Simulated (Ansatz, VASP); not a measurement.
## NbC2: VASP beside Ansatz

```
CELL_PARAMETERS angstrom
5.13682 0.00000 0.00000
0.00000 5.13682 0.00000
0.00000 0.00000 5.13682
ATOMIC_POSITIONS crystal
Nb 0.00000 0.00000 0.00000
Nb 0.50000 0.00000 0.50000
Nb 0.00000 0.50000 0.50000
Nb 0.50000 0.50000 0.00000
C 0.92300 0.07700 0.57700
C 0.07700 0.92300 0.42300
C 0.07700 0.57700 0.92300
C 0.92300 0.42300 0.07700
C 0.57700 0.92300 0.07700
C 0.42300 0.07700 0.92300
C 0.57700 0.57700 0.57700
C 0.42300 0.42300 0.42300
```

Alike in both runs: functional PBE; k mesh 3 × 3 × 3; occupations gaussian, width 0.2 eV; no spin polarisation.

Ansatz relaxed the structure, and its values are those at the end. VASP's run is a single point on that final structure, the one shown.

|  | VASP | Ansatz |
| --- | --- | --- |
| version | VASP 6.6.1 | Ansatz 0.2.0 |
| potentials or method | VASP PAW PBE potentials, release 64 (Nb_sv, C), cutoff 600 eV | scalar-relativistic, plane waves, PAW |
| valence electrons in the cell | 84 | 84 |

Ansatz gave:

```
gap on the k mesh at the Fermi level (eV) : none
pressure (GPa)                            : -0.3
rms of the force components (eV/Å)        : 0.023
```

Q: Estimate VASP's values.

A: gap on the k mesh at the Fermi level (eV): none; pressure (GPa): -0.5; rms of the force components (eV/Å): 0.064.

A gap of «none» marks a metal or a gap that the smearing closes. The functional is the same, so the differences come from potentials, cutoffs and numerics.

The k mesh is coarse, so the values compare programs but aren't converged.
